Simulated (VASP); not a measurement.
Set up this calculation in VASP 6.6.1, as the native input.

```
Task                   : single point
Functional             : revPBE
Potentials or basis    : VASP PAW PBE potentials, release 64 (Mg, B)
Cutoff                 : 520 eV
k mesh                 : 10 × 10 × 8
Occupations            : fermi-dirac, width 0.05 eV
Spin                   : no spin polarisation
Dipole correction      : no
Further INCAR settings : ALGO = Normal; EDIFF = 1e-06; NBANDS = 11
```

The structure of MgB2 lies in POSCAR:

```
MgB2
1.0
    3.0220231454      0.0000000000      0.0000000000
   -1.5110115727      2.6171488148      0.0000000000
    0.0000000000      0.0000000000      3.4510818610
Mg B
1 2
Direct
    0.0000000000      0.0000000000      0.0000000000
    0.6666666667      0.3333333333      0.5000000000
    0.3333333333      0.6666666667      0.5000000000
```

The input as run:

INCAR

```
SYSTEM = MgB2
PREC = Accurate
ENCUT = 520
EDIFF = 1E-6
ISMEAR = -1
SIGMA = 0.05
LREAL = .False.
LASPH = .True.
NELM = 60
ALGO = Normal
ISIF = 2
LWAVE = .False.
LCHARG = .False.
GGA = RE
NBANDS = 11
```

KPOINTS

```
regular mesh
0
Gamma
  10 10 8
  0 0 0
```

Potentials or basis: VASP PAW PBE potentials, release 64 (Mg, B).

Run with:

```bash
$ cat potpaw_PBE.64/Mg/POTCAR potpaw_PBE.64/B/POTCAR > POTCAR
$ mpirun -np 1 vasp_std > vasp.out
```

It gave:

```json
{
  "Pressure": "12.0 GPa",
  "Band gap on the k mesh": "zero (band 4 reaches 6.95 eV, above the bottom of band 5 at 4.39 eV)"
}
```

Caveat: the PAW data sets were made with another functional, which shifts forces and pressure a little.

Wall time 8.6 s on 1 thread of Intel Xeon 6975P-C, with other jobs on the host, peak memory 0.16 GiB.
